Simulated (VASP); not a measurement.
# Pt (Im-3m) in VASP: single point with PBEsol

Aim: the single point of Pt with PBEsol.

All numbers are computed with VASP 6.6.1; they aren't measurements. Logs are shortened: lines on timing, memory, paths and dates and some standing lists are left out, and cuts for length are marked.

## (1) The cell of the first run

The structure is cubic, space group Im-3m (No. 229). The conventional cell has a = 3.121 Å, b = 3.121 Å, c = 3.121 Å, α = 90.00°, β = 90.00°, γ = 90.00°. Within 3.6 Å of Pt (site symmetry m-3m) lie 14 Pt at 2.70 to 3.12 Å.

## (2) Single point, PBEsol

Input file INCAR:

```
SYSTEM = Pt
  PREC = Accurate
  ENCUT = 500
  EDIFF = 1E-6
  ISMEAR = 0
  SIGMA = 0.1
  LREAL = .False.
  LASPH = .True.
  NELM = 120
  ALGO = Normal
  ISIF = 2
  LWAVE = .False.
  LCHARG = .False.
  GGA = PS
  NBANDS = 11
  GGA_COMPAT = .False.
```

Input file KPOINTS:

```
regular mesh
0
Gamma
  18 18 18
  0 0 0
```

Input file POSCAR:

```
Pt
1.0
   -1.5604153263      1.5604153263      1.5604153263
    1.5604153263     -1.5604153263      1.5604153263
    1.5604153263      1.5604153263     -1.5604153263
Pt
1
Direct
    0.0000000000      0.0000000000      0.0000000000
```

Potentials or basis: VASP PAW PBE potentials, release 64 (Pt).

Command:

```console
> cat potpaw_PBE.64/Pt/POTCAR > POTCAR
> mpirun -np 1 vasp_std > vasp.out
```

OUTCAR:

```text
SYSTEM = Pt
   PREC = Accurate
   ENCUT = 500
   EDIFF = 1E-6
   ISMEAR = 0
   LREAL = .False.
   LASPH = .True.
   NELM = 120
   ISIF = 2
   GGA = PS

 ion  position               nearest neighbor table
   1  0.000  0.000  0.000-

  LATTYP: Found a body centered cubic cell.
 ALAT       =     3.1208306526

  Lattice vectors:

 A1 = (  -1.5604153263,   1.5604153263,   1.5604153263)
 A2 = (   1.5604153263,  -1.5604153263,   1.5604153263)
 A3 = (   1.5604153263,   1.5604153263,  -1.5604153263)

Analysis of symmetry for initial positions (statically):
=====================================================================
 Subroutine PRICEL returns:
 Original cell was already a primitive cell.

 Routine SETGRP: Setting up the symmetry group for a
 body centered cubic supercell.

 Subroutine GETGRP returns: Found 48 space group operations
 (whereof 48 operations were pure point group operations)
 out of a pool of 48 trial point group operations.

The static configuration has the point symmetry O_h .

Analysis of symmetry for dynamics (positions and initial velocities):
=====================================================================
 Subroutine PRICEL returns:
 Original cell was already a primitive cell.

 Routine SETGRP: Setting up the symmetry group for a
 body centered cubic supercell.

 Subroutine GETGRP returns: Found 48 space group operations
 (whereof 48 operations were pure point group operations)
 out of a pool of 48 trial point group operations.

The dynamic configuration has the point symmetry O_h .

 Subroutine INISYM returns: Found 48 space group operations
 (whereof 48 operations are pure point group operations),
 and found     1 'primitive' translations

----------------------------------------------------------------------------------------

                                     Primitive cell

  volume of cell :      15.1978

  direct lattice vectors                    reciprocal lattice vectors
    -1.560415326  1.560415326  1.560415326     0.000000000  0.320427512  0.320427512
     1.560415326 -1.560415326  1.560415326     0.320427512  0.000000000  0.320427512
     1.560415326  1.560415326 -1.560415326     0.320427512  0.320427512  0.000000000

  length of vectors
     2.702718626  2.702718626  2.702718626     0.453152933  0.453152933  0.453152933

  position of ions in fractional coordinates (direct lattice)
     0.000000000  0.000000000  0.000000000

  ion indices of the primitive-cell ions
   primitive index   ion index
                 1           1

----------------------------------------------------------------------------------------

 KPOINTS: regular mesh

Automatic generation of k-mesh.
 Grid dimensions read from file:
 generate k-points for:   18   18   18

 Generating k-lattice:

  Cartesian coordinates                     Fractional coordinates (reciprocal lattice)
     0.000000000  0.017801528  0.017801528     0.055555556  0.000000000  0.000000000
     0.017801528  0.000000000  0.017801528     0.000000000  0.055555556  0.000000000
     0.017801528  0.017801528  0.000000000     0.000000000  0.000000000  0.055555556

  Length of vectors
     0.025175163  0.025175163  0.025175163

  Shift w.r.t. Gamma in fractional coordinates (k-lattice)
     0.000000000  0.000000000  0.000000000

 Subroutine IBZKPT returns following result:
 ===========================================

 Found    195 irreducible k-points:

 Following reciprocal coordinates:
            Coordinates               Weight
  0.000000  0.000000  0.000000      1.000000
  0.055556  0.000000  0.000000     12.000000
  0.111111  0.000000  0.000000     12.000000
  0.166667  0.000000  0.000000     12.000000
  0.222222  0.000000  0.000000     12.000000
  0.277778  0.000000  0.000000     12.000000
[... 16 lines left out ...]
  0.333333  0.111111  0.000000     48.000000
  0.388889  0.111111  0.000000     48.000000
 [... further k-points ...]
   k-points           NKPTS =    195   k-points in BZ     NKDIM =    195   number of bands    NBANDS=     11
   number of dos      NEDOS =    301   number of ions     NIONS =      1
   total plane-waves  NPLWV =   8000
   dimension x,y,z NGX =    20 NGY =   20 NGZ =   20
   dimension x,y,z NGXF=    40 NGYF=   40 NGZF=   40
   ions per type =               1
   NGX,Y,Z   is equivalent  to a cutoff of  12.30, 12.30, 12.30 a.u.
   NGXF,Y,Z  is equivalent  to a cutoff of  24.60, 24.60, 24.60 a.u.
 SYSTEM =  Pt
   PREC   = accura    normal or accurate (medium, high low for compatibility)
   ISTART =      0    job   : 0-new  1-cont  2-samecut
   ICHARG =      2    charge: 1-file 2-atom 10-const
   ISPIN  =      1    spin polarized calculation?
   LNONCOLLINEAR =      F non collinear calculations
   LSORBIT =      F    spin-orbit coupling
   LASPH  =      T    aspherical Exc in radial PAW
   ENCUT  =  500.0 eV  36.75 Ry    6.06 a.u.   4.93  4.93  4.93*2*pi/ulx,y,z
   NELM   =    120;   NELMIN=  2; NELMDL= -5     # of ELM steps
   EDIFF  = 0.1E-05   stopping-criterion for ELM
   LREAL  =      F    real-space projection
   EDIFFG = 0.1E-04   stopping-criterion for IOM
   NSW    =      0    number of steps for IOM
   IBRION =     -1    ionic relax: 0-MD 1-quasi-New 2-CG
   NFREE  =      0    steps in history (QN), initial steepest desc. (CG)
   ISIF   =      2    stress and relaxation
   ISYM   =      2    0-nonsym 1-usesym 2-fastsym
   POTIM  = 0.5000    time-step for ionic-motion
   TEBEG  =    0.0;   TEEND  =   0.0 temperature during run
   PSTRESS=    0.0 pullay stress
   NELECT =      10.0000    total number of electrons
   NUPDOWN=      -1.0000    fix difference up-down
   EMIN   =  10.00;   EMAX   =-10.00  energy-range for DOS
   EFERMI =   0.00;   METHOD = LEGACY
   ISMEAR =     0;   SIGMA  =   0.10  broadening in eV -4-tet -1-fermi 0-gaus
   EFERMI_NEDOS =   21; number of points for ismear=-14 and -15
   IALGO  =     38    algorithm
   IMIX   =      4    mixing-type and parameters
     AMIX     =   0.40;   BMIX     =  1.00
     AMIX_MAG =   1.60;   BMIX_MAG =  1.00
  volume/ion in A,a.u.               =      15.20       102.56
  Fermi-wavevector in a.u.,A,eV,Ry     =   1.423906  2.690792 27.585922  2.027508
  Thomas-Fermi vector in A             =   2.544454
   LORBIT       =      0    0 simple, 1 ext, 2 COOP (PROOUT), +10 PAW based schemes
   GGA     = PS    functional components
   LHFCALC =     F    Hartree Fock is set to
   AEXX    =    0.0000 exact exchange contribution
   IVDW    =     0    specifies the selected vdW correction
   LEPSILON=     F    determine dielectric tensor
   LRPA    =     F    only Hartree local field effects (RPA)
 non-spin polarized calculation
 Gauss-broadening in eV      SIGMA  =   0.10
  energy-cutoff  :      500.00
  volume of cell :       15.20
 maximum number of plane-waves:       397
   NGX =  9   NGY =  9   NGZ =  9

 number of electron      10.0000000 magnetization

 number of electron       9.9999997 magnetization

 Free energy of the ion-electron system (eV)
  ---------------------------------------------------
  ext. energy  EPLUGINS =         0.00000000
  ---------------------------------------------------
  free energy    TOTEN  =        -6.85826647 eV

  energy without entropy =       -6.85529559  energy(sigma->0) =       -6.85678103

 E-fermi :  10.7668     XC(G=0): -13.5757

 val. band max:       10.7612380753   @ k =  -0.3889   0.3889   0.2222
 cond. band min:      10.7870486100   @ k =  -0.3889   0.5000   0.0556
 fundamental gap:      0.0258105347
 Fermi energy:        10.7668043385

 k-point     1 :       0.0000    0.0000    0.0000
  band No.  band energies     occupation
      1       0.7515      2.00000
      2       7.0193      2.00000
      3       7.0193      2.00000
      4       7.0193      2.00000
      5       9.6824      2.00000
      6       9.6824      2.00000
      7      27.7959      0.00000
      8      27.7959      0.00000
      9      27.7959      0.00000
     10      38.2987      0.00000
     11      38.2987      0.00000

 k-point     2 :       0.0556    0.0000    0.0000
  band No.  band energies     occupation
      1       0.8824      2.00000
      2       6.9661      2.00000
      3       7.0190      2.00000
      4       7.1260      2.00000
      5       9.6115      2.00000
      6       9.6858      2.00000
      7      27.8636      0.00000
      8      27.9237      0.00000
      9      27.9916      0.00000
     10      36.4588      0.00000
     11      37.0733      0.00000

 k-point     3 :       0.1111    0.0000    0.0000
  band No.  band energies     occupation
      1       1.2639      2.00000
      2       6.8160      2.00000
      3       7.0096      2.00000
      4       7.4413      2.00000
      5       9.4418      2.00000
      6       9.6979      2.00000
      7      27.9821      0.00000
      8      28.1477      0.00000
      9      28.5646      0.00000
     10      34.7506      0.00000
     11      35.2172      0.00000

 k-point     4 :       0.1667    0.0000    0.0000
  band No.  band energies     occupation
      1       1.8568      2.00000
      2       6.5946      2.00000
      3       6.9824      2.00000
      4       7.9504      2.00000
      5       9.2762      2.00000
      6       9.7233      2.00000
      7      27.8784      0.00000
      8      27.9021      0.00000
      9      29.4760      0.00000
     10      33.7840      0.00000
     11      33.7991      0.00000

 k-point     5 :       0.2222    0.0000    0.0000
  band No.  band energies     occupation
      1       2.5722      2.00000
      2       6.3359      2.00000
      3       6.9853      2.00000
      4       8.6260      2.00000
      5       9.2078      2.00000
      6       9.7661      2.00000
      7      26.5526      0.00000
      8      27.2836      0.00000
      9      30.6652      0.00000
     10      33.5257      0.00000
     11      33.8588      0.00000
[... 211 lines left out ...]
 k-point    21 :       0.2222    0.1111   -0.0000
  band No.  band energies     occupation
      1       3.5768      2.00000
      2       6.1406      2.00000
      3       6.7498      2.00000
      4       9.0872      2.00000
      5       9.8820      2.00000
      6      10.0844      2.00000
      7      24.3389      0.00000
      8      26.3440      0.00000
      9      29.4084      0.00000
     10      31.2411      0.00000
     11      35.2928      0.00000

 k-point    22 :       0.2778    0.1111   -0.0000
  band No.  band energies     occupation
      1       3.9901      2.00000
      2       5.9158      2.00000
      3       7.2138      2.00000
      4       9.2319      2.00000
      5      10.0166      2.00000
      6      11.0114      0.00054
      7      22.0306      0.00000
      8      25.4171      0.00000
      9      28.2090      0.00000
     10      32.4620      0.00000
     11      36.1574      0.00000

 k-point    23 :       0.3333    0.1111    0.0000
  band No.  band energies     occupation
      1       4.1052      2.00000
      2       5.7449      2.00000
      3       7.9685      2.00000
      4       9.4071      2.00000
      5      10.1451      2.00000
      6      12.0234      0.00000
      7      19.8191      0.00000
      8      24.6472      0.00000
      9      27.1182      0.00000
     10      33.6473      0.00000
     11      35.9492      0.00000

 k-point    24 :       0.3889    0.1111    0.0000
  band No.  band energies     occupation
      1       4.0915      2.00000
      2       5.6389      2.00000
      3       8.6344      2.00000
      4       9.4700      2.00000
      5      10.4197      2.00000
      6      12.9636      0.00000
      7      17.9774      0.00000
      8      24.1323      0.00000
      9      26.3406      0.00000
     10      34.4891      0.00000
     11      35.5079      0.00000

 [... further k-points ...]
[... 5 lines left out ...]
  --------------------------------------------------------------------------------------
  -------------------------------------------------------------------------------------
  Total       -0.0360060     -0.0360060     -0.0360060     -0.0000000     -0.0000000      0.0000000
  in kB       -3.7958156     -3.7958156     -3.7958156     -0.0000000     -0.0000000      0.0000000
  external PRESSURE =      -3.7958156 kB  Pullay stress =       0.0000000 kB

 VOLUME and BASIS-vectors are now :
 -----------------------------------------------------------------------------
  energy-cutoff  :      500.00
  volume of cell :       15.20
      direct lattice vectors                 reciprocal lattice vectors
    -1.560415326  1.560415326  1.560415326     0.000000000  0.320427512  0.320427512
     1.560415326 -1.560415326  1.560415326     0.320427512  0.000000000  0.320427512
     1.560415326  1.560415326 -1.560415326     0.320427512  0.320427512  0.000000000

 POSITION                                       TOTAL-FORCE (eV/Angst)
 -----------------------------------------------------------------------------------
      0.00000      0.00000      0.00000        -0.000000     -0.000000     -0.000000
 -----------------------------------------------------------------------------------
    total drift:                                0.000000      0.000000      0.000000

  FREE ENERGIE OF THE ION-ELECTRON SYSTEM (eV)
  ---------------------------------------------------
  free  energy   TOTEN  =        -6.8582664720 eV

  energy  without entropy=       -6.8552955901  energy(sigma->0) =       -6.85678103
```

Wall time 12 s (1 thread of Intel Xeon 6975P-C (Granite Rapids), shared host); peak memory 0.14 GiB.

Results:

* Free energy: -6.8583 eV
* Pressure: -0.4 GPa
* Band gap on the k mesh: zero (band 5 reaches 11.79 eV, above the bottom of band 6 at 9.55 eV)

Caveat: the PAW data sets were made with another functional, which shifts forces and pressure a little; spin-orbit coupling is left out, which moves the levels of the heavy elements.
